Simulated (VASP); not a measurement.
Here is a VASP 6.6.1 calculation.

INCAR

```
PREC = Accurate
ENCUT = 520
EDIFF = 1E-6
ISMEAR = 0
SIGMA = 0.01
LREAL = Auto
LASPH = T
NELM = 150
ALGO = Normal
ISIF = 2
LWAVE = F
LCHARG = T
ISPIN = 2
MAGMOM = 2 0 0 0 0 0 0 0 0 0 0 0 0 0 0 0
LORBIT = 11
LMAXMIX = 4
GGA = PE
LELF = T
LVHAR = T
NBANDS = 53
```

KPOINTS

```
regular mesh
0
Gamma
  2 2 2
```

POSCAR

```
Si15Ni
1.0
    0.0000000000      5.4696766497      5.4696766497
    5.4696766497      0.0000000000      5.4696766497
    5.4696766497      5.4696766497      0.0000000000
Ni Si
1 15
Direct
    0.3731304945      0.3768573363      0.3744001567
    0.3726797413      0.3764141221      0.8748454622
    0.3726482140      0.8773412839      0.3739165617
    0.3762999038      0.8736933692      0.8712263398
    0.8699596721      0.3800360240      0.3775681291
    0.8736073523      0.3763821703      0.8748834423
    0.8735773392      0.8773123913      0.3739494060
    0.8731303789      0.8768638434      0.8743967605
    0.2482174021      0.2572357025      0.2547223165
    0.2534961796      0.2519537983      0.7386120866
    0.2534556004      0.7410674111      0.2494884292
    0.2482720633      0.7506867472      0.7481845373
    0.7373422616      0.2571905598      0.2547704342
    0.7469529199      0.2520048293      0.7516456229
    0.7469164400      0.7541130079      0.2495381735
    0.7503763478      0.7506519346      0.7482214962
```

Potentials or basis: VASP PAW PBE potentials, release 64 (Ni, Si).

The run is started by

```console
$ cat potpaw_PBE.64/Ni/POTCAR potpaw_PBE.64/Si/POTCAR > POTCAR
$ mpirun -np 1 vasp_std > vasp.out
```

(1) What does it give for the largest force?

(2) Estimate the pressure.

Results:

(1) 0.025 eV/Å.

(2) -1.4 GPa.

Caveat: the k points lie up to 0.50 Å⁻¹ apart.
